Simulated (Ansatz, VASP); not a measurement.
# Bi: VASP beside Ansatz

File INCAR:

```
SYSTEM = Bi
PREC = Accurate ; ENCUT = 520
EDIFF = 1E-6 ; ISMEAR = -1
SIGMA = 0.05 ; LREAL = .FALSE.
LASPH = .TRUE. ; NELM = 80
ALGO = Fast ; ISIF = 2
LWAVE = .FALSE. ; LCHARG = .TRUE.
GGA = PS ; LELF = .TRUE.
LVHAR = .TRUE. ; NBANDS = 38
```

Contents of KPOINTS:

```
Automatic mesh
0
G
  7 7 7
  0 0 0
```

File POSCAR:

```
Bi
1.0
   -4.4497480000      4.4497480000      2.0656320000
    4.4497480000     -4.4497480000      2.0656320000
    4.4497480000      4.4497480000     -2.0656320000
Bi
4
Direct
    0.1456555000      0.3543445000      0.5000000000
    0.8543445000      0.6456555000      0.5000000000
    0.6456555000      0.1456555000      0.7913110000
    0.3543445000      0.8543445000      0.2086890000
```

File input.yaml:

```yaml
crystal:
  lattice:
    - [-4.449748, 4.449748, 2.065632]
    - [4.449748, -4.449748, 2.065632]
    - [4.449748, 4.449748, -2.065632]
  atoms:
    - { symbol: Bi, position: [0.1456555, 0.3543445, 0.5] }
    - { symbol: Bi, position: [0.8543445, 0.6456555, 0.5] }
    - { symbol: Bi, position: [0.6456555, 0.1456555, 0.791311] }
    - { symbol: Bi, position: [0.3543445, 0.8543445, 0.208689] }
hamiltonian:
  xc: pbesol
  pseudopotentials: { kind: paw }
kpoints:
  mp_grid: { grid: [7, 7, 7] }
  band_path:
    path:
      - [[0.0, 0.0, 0.0], [0.0, 0.0, 0.5], [-0.5, 0.5, 0.5], [0.0, 0.0, 0.0], [0.3038734864, 0.3038734864, -0.3038734864], [0.25, 0.25, 0.25], [0.0, 0.5, 0.0], [-0.3038734864, 0.6961265136, 0.3038734864], [-0.5, 0.5, 0.5]]
      - [[0.0, 0.0, 0.5], [0.25, 0.25, 0.25]]
    npoints: 14
scf:
  occupations: { method: fermi_dirac, width: 0.05 }
  n_extra_bands: 10
output:
  forces: true
  stress: true
  eigenvalues: true
  fatbands: true
```

Alike in both runs: functional PBEsol; k mesh 7 × 7 × 7; occupations fermi-dirac, width 0.05 eV; no spin polarisation.

|  | VASP | Ansatz |
| --- | --- | --- |
| version | VASP 6.6.1 | Ansatz 0.2.0 |
| potentials or method | VASP PAW PBE potentials, release 64 (Bi_d) | Ansatz PAW |
| plane-wave cutoff (eV) | 520 | 420 |
| valence electrons in the cell | 60 | 60 |
| task | single point | band structure |

VASP gave:

* gap on the k mesh at the Fermi level (eV): none
* pressure (GPa): -1.9
* traceless stress, the component that is largest in VASP (GPa): -0.28
* rms of the force components (eV/Å): 0.071

Which values does Ansatz return?

gap on the k mesh at the Fermi level (eV): none; pressure (GPa): -1.8; traceless stress, the component that is largest in VASP (GPa): -0.28; rms of the force components (eV/Å): 0.071.

VASP's potentials were made for PBE, not for PBEsol. Atom by atom the forces differ by 0.001 eV/Å (rms over components). A gap of «none» marks a metal or a gap that the smearing closes. With one functional, cell and mesh, what is left measures potentials, basis and numerics.

Neither program's run includes spin-orbit coupling.
